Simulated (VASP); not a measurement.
Set up this calculation in VASP 6.6.1, as the native input.

```yaml
Task: single point
Functional: PBE
Potentials_or_basis: VASP PAW PBE potentials, release 64 (Ti_sv, Hg)
Cutoff: 520 eV
k_mesh: 6 × 6 × 4
Occupations: gaussian, width 0.1 eV
Spin: no spin polarisation
Dipole_correction: no
Further_INCAR_settings: ALGO = Fast; EDIFF = 1e-07; NBANDS = 25
```

The structure of Ti2Hg lies in POSCAR:

```
Ti2Hg
1.0
    2.9530157900      0.0000000000      0.0000000000
    0.0000000000      2.9530157900      0.0000000000
    0.0000000000      0.0000000000      5.6419762400
Ti Hg
2 1
Direct
    0.5000000000      0.5000000000      0.2700000100
    0.5000000000      0.5000000000      0.7299999900
    0.0000000000      0.0000000000      0.0000000000
```

The cell was generated, and may not be a known phase.

One way to write it, as run:

INCAR

```
PREC = Accurate ; ENCUT = 520
EDIFF = 1E-7 ; ISMEAR = 0
SIGMA = 0.1 ; LREAL = F
LASPH = T ; NELM = 80
ALGO = Fast ; ISIF = 2
LWAVE = F ; LCHARG = F
GGA = PE ; NBANDS = 25
```

KPOINTS

```
Automatic mesh
0
Gamma
  6 6 4
```

Potentials or basis: VASP PAW PBE potentials, release 64 (Ti_sv, Hg).

The run is started by

```console
$ cat potpaw_PBE.64/Ti_sv/POTCAR potpaw_PBE.64/Hg/POTCAR > POTCAR
$ mpirun -np 1 vasp_std > vasp.out
```

Results of the run:

| Item | Value |
| --- | --- |
| Pressure | 40.6 GPa |
| Largest force | 4.108 eV/Å |
| Band gap on the k mesh | zero (bands 18 and 19 overlap by 0.77 eV) |

Caveat: the stress differs along the axes, from 38 to 45 GPa; spin-orbit coupling is left out, which moves the levels of the heavy elements; forces of over 1 eV/Å act on the atoms, so gaps and moduli don't describe the material at rest.

Wall time 70 s on 1 thread of AMD EPYC 7R13 Processor (Zen 3) (shared host), peak memory 0.15 GiB.
